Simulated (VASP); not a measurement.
Crystal: MgI2.

```
Mg I
1.0
     2.07868    1.20013    6.89235
    -2.07868    1.20013    6.89235
     0.00000   -2.40025    6.89235
Mg I
1 2
Direct
  0.00000 0.00000 0.00000
  0.25269 0.25269 0.25269
  0.74731 0.74731 0.74731
```

Base run:

```yaml
Program: VASP 6.6.1
Functional: PBEsol
Potentials_or_basis: VASP PAW PBE potentials, release 64 (Mg, I)
Cutoff: 600 eV
k_mesh: 6 × 6 × 6
Occupations: gaussian, width 0.01 eV
Spin: no spin polarisation
```

Its results: band gap on the k mesh 3.19 eV (least direct gap 3.58 eV); pressure -0.3 GPa; largest force 0.068 eV/Å.

Q: The run is repeated on the same cell with these changes: k mesh from 6 × 6 × 6, through Γ to 6 × 6 × 6, shifted. What comes out?

A: Band gap on the k mesh 3.29 eV (least direct gap 3.69 eV); pressure -0.3 GPa; largest force 0.068 eV/Å.

Caveats: the PAW data sets were made with another functional, which shifts forces and pressure a little; spin-orbit coupling is left out, which moves the levels of the heavy elements; a shifted mesh leaves out Γ, where band edges can lie (at least some runs).

A k mesh can miss the band edges.
